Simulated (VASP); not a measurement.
## CaO: single point with PBE

Crystal: CaO.

```xyz
4
Lattice="3.9627 0.0000 0.0000 -1.9814 3.4318 0.0000 0.0000 0.0000 4.7615" Properties=species:S:1:pos:R:3 pbc="T T T"
Ca    0.0000    2.2879   -0.2976
Ca    1.9814    1.1439    2.0832
O     0.0000    2.2879    2.0832
O     1.9814    1.1439    4.4639
```

```yaml
Program: VASP 6.6.1
Task: single point
Functional: PBE
Potentials_or_basis: VASP PAW PBE potentials, release 64 (Ca_sv, O)
Cutoff: 520 eV
k_mesh: 6 × 6 × 4
Occupations: gaussian, width 0.01 eV
Spin: no spin polarisation
Dipole_correction: no
Further_INCAR_settings: ALGO = Normal; EDIFF = 1e-06; NBANDS = 24
```

- Pressure: 3.3 GPa
- Band gap on the k mesh: 3.24 eV

Stress tensor (GPa, compression positive):
```
3.25 0.00 0.00
0.00 3.25 0.00
0.00 0.00 3.49
```

Levels at points of the mesh, in eV from the valence-band top:
```csv
k point,band 13,band 14,band 15,band 16,band 17,band 18,band 19,band 20
"(0.00, 0.00, 0.00)",-1.19,-1.19,-1.09,0.00,3.24,6.19,6.19,7.77
"(0.50, 0.00, 0.00)",-0.85,-0.84,-0.61,-0.39,4.72,5.28,5.29,7.72
"(0.00, 0.00, 0.50)",-1.32,-1.32,-1.32,-1.32,5.05,5.05,7.86,7.86
"(0.50, 0.00, 0.50)",-1.08,-1.08,-0.76,-0.76,5.40,5.40,7.39,7.39
```

Run time: 16 s on 1 thread of Intel(R) Xeon(R) 6975P-C (Granite Rapids), on a shared host, peak memory 0.19 GiB.

Caveat: the cell stands under pressure; the structure was generated, so it needn't be the stable form of CaO.
